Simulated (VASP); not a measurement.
# TaN (P6/mmm) in VASP: notebook

Runs on TaN. Level: PBEsol. Tasks: single point.

All numbers are computed with VASP 6.6.1; they aren't measurements. Logs are shortened: lines on timing, memory, paths and dates and some standing lists are left out, and cuts for length are marked.

### 1 The cell of the first run

It takes space group P6/mmm (No. 191, hexagonal). Conventional cell: a = 5.607 Å, b = 5.607 Å, c = 2.502 Å, α = 90.00°, β = 90.00°, γ = 120.00°. Ta (site symmetry 6/mmm) has 2 Ta at 2.50 Å and 6 N at 2.80 Å within 3.3 Å. Within 2.7 Å of Ta (site symmetry -6m2) lie 6 N at 2.05 Å and 2 Ta at 2.50 Å. N (site symmetry mmm) has 6 Ta at 2.05 to 2.80 Å and 6 N at 2.50 to 2.80 Å within 2.9 Å.

### 2 Single point, PBEsol

INCAR

```
  PREC = Accurate
  ENCUT = 520
  EDIFF = 1E-6
  ISMEAR = 0
  SIGMA = 0.15
  LREAL = F
  LASPH = T
  NELM = 100
  ALGO = Normal
  ISIF = 2
  LWAVE = F
  LCHARG = T
  GGA = PS
  LELF = T
  LVHAR = T
  NBANDS = 33
```

KPOINTS

```
Automatic mesh
0
Gamma
  12 12 18
```

POSCAR

```
TaN
1.0
    5.6070125996      0.0000000000      0.0000000000
   -2.8035062998      4.8558153506      0.0000000000
    0.0000000000      0.0000000000      2.5022357598
Ta N
3 3
Direct
    0.0000000000      0.0000000000      0.0000000000
    0.3333333333      0.6666666667      0.5000000000
    0.6666666667      0.3333333333      0.5000000000
    0.5000000000      0.0000000000      0.0000000000
    0.5000000000      0.5000000000      0.0000000000
    0.0000000000      0.5000000000      0.0000000000
```

Potentials or basis: VASP PAW PBE potentials, release 64 (Ta_pv, N).

Run with:

```bash
$ cat potpaw_PBE.64/Ta_pv/POTCAR potpaw_PBE.64/N/POTCAR > POTCAR
$ mpirun -np 1 vasp_std > vasp.out
```

OUTCAR:

```text
PREC = Accurate
   ENCUT = 520
   EDIFF = 1E-6
   ISMEAR = 0
   LREAL = F
   LASPH = T
   NELM = 100
   ISIF = 2
   GGA = PS

 ion  position               nearest neighbor table
   1  0.000  0.000  0.000-   2 3.47   3 3.47   2 3.47   3 3.47   3 3.47   3 3.47   2 3.47   2 3.47
                             3 3.47   3 3.47   2 3.47   2 3.47
   2  0.333  0.667  0.500-   6 2.05   6 2.05   4 2.05   4 2.05   5 2.05   5 2.05   3 3.24   3 3.24
                             3 3.24   1 3.47   1 3.47   1 3.47   1 3.47   1 3.47   1 3.47
   3  0.667  0.333  0.500-   6 2.05   6 2.05   4 2.05   4 2.05   5 2.05   5 2.05   2 3.24   2 3.24
                             2 3.24   1 3.47   1 3.47   1 3.47   1 3.47   1 3.47   1 3.47
   4  0.500  0.000  0.000-   2 2.05   3 2.05   2 2.05   3 2.05
   5  0.500  0.500  0.000-   2 2.05   3 2.05   2 2.05   3 2.05
   6  0.000  0.500  0.000-   2 2.05   3 2.05   2 2.05   3 2.05

  LATTYP: Found a hexagonal cell.
 ALAT       =     5.6070125996
 C/A-ratio  =     0.4462689740

  Lattice vectors:

 A1 = (   5.6070125996,   0.0000000000,   0.0000000000)
 A2 = (  -2.8035062998,   4.8558153506,   0.0000000000)
 A3 = (   0.0000000000,   0.0000000000,   2.5022357598)

Analysis of symmetry for initial positions (statically):
=====================================================================
 Subroutine PRICEL returns:
 Original cell was already a primitive cell.

 Routine SETGRP: Setting up the symmetry group for a
 hexagonal supercell.

 Subroutine GETGRP returns: Found 24 space group operations
 (whereof 24 operations were pure point group operations)
 out of a pool of 24 trial point group operations.

The static configuration has the point symmetry D_6h.

Analysis of symmetry for dynamics (positions and initial velocities):
=====================================================================
 Subroutine PRICEL returns:
 Original cell was already a primitive cell.

 Routine SETGRP: Setting up the symmetry group for a
 hexagonal supercell.

 Subroutine GETGRP returns: Found 24 space group operations
 (whereof 24 operations were pure point group operations)
 out of a pool of 24 trial point group operations.

The dynamic configuration has the point symmetry D_6h.

 Subroutine INISYM returns: Found 24 space group operations
 (whereof 24 operations are pure point group operations),
 and found     1 'primitive' translations

----------------------------------------------------------------------------------------

                                     Primitive cell

[... 90 lines left out ...]
   ISTART =      0    job   : 0-new  1-cont  2-samecut
   ICHARG =      2    charge: 1-file 2-atom 10-const
   ISPIN  =      1    spin polarized calculation?
   LNONCOLLINEAR =      F non collinear calculations
   LSORBIT =      F    spin-orbit coupling
   LASPH  =      T    aspherical Exc in radial PAW
   ENCUT  =  520.0 eV  38.22 Ry    6.18 a.u.  10.43 10.43  4.65*2*pi/ulx,y,z
   NELM   =    100;   NELMIN=  2; NELMDL= -5     # of ELM steps
   EDIFF  = 0.1E-05   stopping-criterion for ELM
   LREAL  =      F    real-space projection
[... 7 lines left out ...]
   TEBEG  =    0.0;   TEEND  =   0.0 temperature during run
   PSTRESS=    0.0 pullay stress
   NELECT =      48.0000    total number of electrons
   NUPDOWN=      -1.0000    fix difference up-down
   EMIN   =  10.00;   EMAX   =-10.00  energy-range for DOS
   EFERMI =   0.00;   METHOD = LEGACY
   ISMEAR =     0;   SIGMA  =   0.15  broadening in eV -4-tet -1-fermi 0-gaus
   EFERMI_NEDOS =   21; number of points for ismear=-14 and -15
   IALGO  =     38    algorithm
   IMIX   =      4    mixing-type and parameters
     AMIX     =   0.40;   BMIX     =  1.00
     AMIX_MAG =   1.60;   BMIX_MAG =  1.00
  volume/ion in A,a.u.               =      11.35        76.62
  Fermi-wavevector in a.u.,A,eV,Ry     =   1.456737  2.752835 28.872704  2.122084
  Thomas-Fermi vector in A             =   2.573621
   LORBIT       =      0    0 simple, 1 ext, 2 COOP (PROOUT), +10 PAW based schemes
   GGA     = PS    functional components
   LHFCALC =     F    Hartree Fock is set to
   AEXX    =    0.0000 exact exchange contribution
   IVDW    =     0    specifies the selected vdW correction
   LEPSILON=     F    determine dielectric tensor
   LRPA    =     F    only Hartree local field effects (RPA)
 non-spin polarized calculation
 Gauss-broadening in eV      SIGMA  =   0.15
  energy-cutoff  :      520.00
  volume of cell :       68.13
 maximum number of plane-waves:      1857
 NGX is ok and might be reduce to    42

 number of electron      48.0000006 magnetization

 Free energy of the ion-electron system (eV)
  ---------------------------------------------------
  ext. energy  EPLUGINS =         0.00000000
  ---------------------------------------------------
  free energy    TOTEN  =       -64.98971954 eV

  energy without entropy =      -64.96447606  energy(sigma->0) =      -64.97709780

 E-fermi :   7.8623     XC(G=0): -13.0595

 val. band max:        7.8567006699   @ k =   0.2500   0.1667   0.3889
 cond. band min:       7.8659076752   @ k =   0.2500   0.1667   0.2778
 fundamental gap:      0.0092070053
 Fermi energy:         7.8622982300

 k-point     1 :       0.0000    0.0000    0.0000
  band No.  band energies     occupation
      1     -28.1216      2.00000
      2     -28.1216      2.00000
      3     -27.8277      2.00000
      4     -27.8277      2.00000
      5     -27.4567      2.00000
      6     -27.4567      2.00000
[... 853 lines left out ...]
     32      11.7231      0.00000
     33      12.7439      0.00000

 [... further k-points ...]
[... 5 lines left out ...]
  --------------------------------------------------------------------------------------
  -------------------------------------------------------------------------------------
  Total       -3.3888506     -3.3888506     44.9049161      0.0000000     -0.0000000      0.0000000
  in kB      -79.6968367    -79.6968367   1056.0453045      0.0000000     -0.0000000      0.0000000
  external PRESSURE =     298.8838770 kB  Pullay stress =       0.0000000 kB

 VOLUME and BASIS-vectors are now :
 -----------------------------------------------------------------------------
  energy-cutoff  :      520.00
  volume of cell :       68.13
      direct lattice vectors                 reciprocal lattice vectors
     5.607012600  0.000000000  0.000000000     0.178348092  0.102969319  0.000000000
    -2.803506300  4.855815351  0.000000000     0.000000000  0.205938638  0.000000000
     0.000000000  0.000000000  2.502235760     0.000000000  0.000000000  0.399642598

 POSITION                                       TOTAL-FORCE (eV/Angst)
 -----------------------------------------------------------------------------------
      0.00000      0.00000      0.00000         0.000000      0.000000      0.000000
     -0.00000      3.23721      1.25112         0.000000      0.000000      0.000000
      2.80351      1.61861      1.25112        -0.000000      0.000000      0.000000
      2.80351      0.00000      0.00000         0.000000      0.000000      0.000000
      1.40175      2.42791      0.00000         0.000000      0.000000      0.000000
     -1.40175      2.42791      0.00000         0.000000      0.000000      0.000000
 -----------------------------------------------------------------------------------
    total drift:                               -0.000000      0.000000     -0.000000

  FREE ENERGIE OF THE ION-ELECTRON SYSTEM (eV)
  ---------------------------------------------------
  free  energy   TOTEN  =       -64.9897195390 eV

  energy  without entropy=      -64.9644760582  energy(sigma->0) =      -64.97709780
```

OSZICAR:

```text
N       E                     dE             d eps       ncg     rms          rms(c)
DAV:   1     0.450761466027E+03    0.45076E+03   -0.26045E+04 12556   0.153E+03
DAV:   2    -0.445728765100E+02   -0.49533E+03   -0.47059E+03 14439   0.450E+02
DAV:   3    -0.739043933313E+02   -0.29332E+02   -0.28653E+02 15629   0.106E+02
DAV:   4    -0.744786833311E+02   -0.57429E+00   -0.57063E+00 15279   0.146E+01
DAV:   5    -0.744915158003E+02   -0.12832E-01   -0.12814E-01 16195   0.173E+00    0.521E+01
DAV:   6    -0.656597436760E+02    0.88318E+01   -0.41676E+01 16063   0.354E+01    0.232E+01
DAV:   7    -0.653855892173E+02    0.27415E+00   -0.43712E+00 15913   0.128E+01    0.130E+01
DAV:   8    -0.650808768053E+02    0.30471E+00   -0.13599E+00 15418   0.622E+00    0.579E+00
DAV:   9    -0.649909542991E+02    0.89923E-01   -0.18422E-01 15477   0.341E+00    0.553E-01
DAV:  10    -0.649899835848E+02    0.97071E-03   -0.21460E-02 15945   0.797E-01    0.291E-01
DAV:  11    -0.649897722980E+02    0.21129E-03   -0.25931E-03 15945   0.353E-01    0.850E-02
DAV:  12    -0.649897195076E+02    0.52790E-04   -0.22250E-04 16436   0.987E-02    0.258E-02
DAV:  13    -0.649897195390E+02   -0.31397E-07   -0.80058E-06 15559   0.190E-02
   1 F= -.64989720E+02 E0= -.64977098E+02  d E =-.252435E-01
```

stdout:

```text
POSCAR found type information on POSCAR TaN
 POSCAR found :  2 types and       6 ions
 scaLAPACK will be used
 -----------------------------------------------------------------------------
|                                                                             |
|                                                                             |
|     You enforced a specific xc type in the INCAR file but a different       |
|     I HOPE YOU KNOW WHAT YOU ARE DOING!                                     |
|                                                                             |
 -----------------------------------------------------------------------------

 LDA part: xc-table for (Slater+PW92), standard interpolation
 POSCAR, INCAR and KPOINTS ok, starting setup
 FFT: planning ... GRIDC
 FFT: planning ... GRID_SOFT
 FFT: planning ... GRID
 WAVECAR not read
 entering main loop
```

Wall time 11 min (1 thread of Intel Xeon 8259CL, shared host); peak memory 0.43 GiB.

Results:

- Free energy: -64.9897 eV
- Pressure: 29.9 GPa
- Band gap on the k mesh: zero (bands 24 and 25 overlap by 2.61 eV)

Caveat: the stress differs along the axes, from -8 to 106 GPa; the PAW data sets were made with another functional, which shifts forces and pressure a little; spin-orbit coupling is left out, which moves the levels of the heavy elements.

### 3 Single point, PBEsol

This run uses another cell than the first one, of the same volume but with other edges.

INCAR

```
  ALGO = Normal
  EDIFF = 1E-7
  ENCUT = 520
  GGA = PS
  ISIF = 2
  ISMEAR = 0
  LASPH = True
  LCHARG = True
  LELF = True
  LREAL = False
  LVHAR = True
  LWAVE = False
  NBANDS = 33
  NELM = 80
  PREC = Accurate
  SIGMA = 0.15
```

KPOINTS

```
k-points
0
Gamma
  12 12 18
```

Changes to POSCAR since step 2:

```diff
@@ -2,5 +2,5 @@
 1.0
-    5.6070125996      0.0000000000      0.0000000000
-   -2.8035062998      4.8558153506      0.0000000000
-    0.0000000000      0.0000000000      2.5022357598
+    4.7692169294      0.0000000000      0.0000000000
+   -2.3846084647      4.1302630170      0.0000000000
+    0.0000000000      0.0000000000      3.4585745116
 Ta N
```

Potentials or basis: VASP PAW PBE potentials, release 64 (Ta_pv, N).

Run with:

```bash
$ cat potpaw_PBE.64/Ta_pv/POTCAR potpaw_PBE.64/N/POTCAR > POTCAR
$ mpirun -np 1 vasp_std > vasp.out
```

Run time: 13 min. Hardware: 1 thread of Intel Xeon 8259CL, shared host; peak memory 0.43 GiB.

It converged, with:

| Property | Result |
| --- | --- |
| Free energy | -65.8002 eV |
| Pressure | -9.2 GPa |
| Band gap on the k mesh | zero (bands 24 and 25 overlap by 0.76 eV) |

Stress tensor (GPa, compression positive):
```
 12.14   0.00   0.00
  0.00  12.14   0.00
  0.00   0.00 -51.97
```

Levels at points of the mesh, in eV from the Fermi level:
```csv
k point,band 20,band 21,band 22,band 23,band 24,band 25,band 26,band 27,band 28,band 29
"(0.00, 0.00, 0.00)",-0.94,-0.94,-0.83,-0.70,-0.70,-0.48,-0.48,-0.29,1.95,1.95
"(0.50, 0.00, 0.00)",-4.48,-3.48,-1.75,-0.26,-0.20,0.55,0.89,1.24,1.53,2.04
"(0.00, 0.00, 0.50)",-3.76,-1.77,-0.65,-0.49,-0.49,1.33,1.33,2.46,2.77,2.83
"(0.50, 0.00, 0.50)",-3.63,-3.20,-3.12,-1.40,-0.81,0.88,0.91,1.86,1.96,2.51
```

Caveat: the stress differs along the axes, from -52 to 12 GPa; the PAW data sets were made with another functional, which shifts forces and pressure a little; spin-orbit coupling is left out, which moves the levels of the heavy elements.
